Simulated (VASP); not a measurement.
Input of a VASP 6.6.1 run:

INCAR

```
PREC     = Accurate       # precision mode
ENCUT    = 520            # plane-wave cutoff, eV
EDIFF    = 1E-6           # SCF threshold, eV
ISMEAR   = -1             # smearing method
SIGMA    = 0.1            # smearing width, eV
LREAL    = False          # projectors in reciprocal space
LASPH    = True           # aspherical terms in the spheres
NELM     = 100            # most SCF steps
ALGO     = Normal         # electronic algorithm
ISIF     = 2              # what is computed and relaxed
LWAVE    = False          # write WAVECAR
LCHARG   = False          # write CHGCAR
GGA      = PE             # functional
NBANDS   = 12             # bands
```

Contents of KPOINTS:

```
regular mesh
0
Gamma
  16 16 15
```

POSCAR

```
Zn
1.0
    2.5409161145      0.0000000000      0.0000000000
   -1.2704580573      2.2004979041      0.0000000000
    0.0000000000      0.0000000000      2.7721431896
Zn
1
Direct
    0.0000000000      0.0000000000      0.0000000000
```

Potentials or basis: VASP PAW PBE potentials, release 64 (Zn).

Run with:

```console
$ cat potpaw_PBE.64/Zn/POTCAR > POTCAR
$ mpirun -np 1 vasp_std > vasp.out
```

Estimate the pressure.

7.4 GPa.

What does it give for the band gap on the k mesh?

Zero (band 6 reaches 6.20 eV, above the bottom of band 7 at -0.66 eV).

Stress tensor (GPa, compression positive):
```
7.52 0.00 0.00
0.00 7.52 0.00
0.00 0.00 7.13
```
